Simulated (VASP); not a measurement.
Input of a VASP 6.6.1 run:

INCAR

```
ALGO = Normal
EDIFF = 1E-6
ENCUT = 520
GGA = PS
ISIF = 2
ISMEAR = 0
LASPH = True
LCHARG = False
LREAL = False
LWAVE = False
NBANDS = 24
NELM = 100
PREC = Accurate
SIGMA = 0.05
```

The input KPOINTS:

```
k-points
0
Gamma
  12 12 6
```

Contents of POSCAR:

```
ZrC
1.0
    3.2724941264      0.0000000000      0.0000000000
   -1.6362470632      2.8340630472      0.0000000000
    0.0000000000      0.0000000000      5.7943916587
Zr C
2 2
Direct
    0.0141140121      0.0282280241      0.0000000000
    0.0000000000      0.0000000000      0.5000000000
    0.3333333333      0.6666666667      0.2500000000
    0.6666666667      0.3333333333      0.7500000000
```

Potentials or basis: VASP PAW PBE potentials, release 64 (Zr_sv, C).

Run with:

```bash
$ cat potpaw_PBE.64/Zr_sv/POTCAR potpaw_PBE.64/C/POTCAR > POTCAR
$ mpirun -np 1 vasp_std > vasp.out
```

Predict the band gap on the k mesh.

zero (band 16 reaches 10.22 eV, above the bottom of band 17 at 8.78 eV).

Estimate the pressure.

0.5 GPa.

Predict the largest force.

0.047 eV/Å.

Stress tensor (GPa, compression positive):
```
0.40 0.00 0.00
0.00 0.35 0.30
0.00 0.30 0.73
```

Caveat: the cell differs from its parent crystal (atom 1 (Zr) moved 0.08 Å along y); the PAW data sets were made with another functional, which shifts forces and pressure a little.
